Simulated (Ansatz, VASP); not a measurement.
# Two plane-wave programs on Li

```
Li
1.0
     0.00000    2.12899    2.12899
     2.12899    0.00000    2.12899
     2.12899    2.12899    0.00000
Li
1
Cartesian
  0.0000 0.0000 0.0000
```

Alike in both runs: task single point; functional r2SCAN; k mesh 14 × 14 × 14; occupations fermi-dirac, width 0.1 eV; no spin polarisation.

```csv
,VASP,Ansatz
version,VASP 6.6.1,Ansatz 0.2.0
potentials or method,"VASP PAW PBE potentials, release 64 (Li_sv), cutoff 830 eV","plane waves (500 eV) with PAW, scalar-relativistic"
valence electrons in the cell,3,3
```

```tsv
	VASP	Ansatz	Ansatz less VASP
pressure (GPa)	0.8	1.2	+0.42
```

VASP's potentials were made for PBE, not for r2SCAN. With one functional, cell and mesh, what is left measures potentials, basis and numerics.
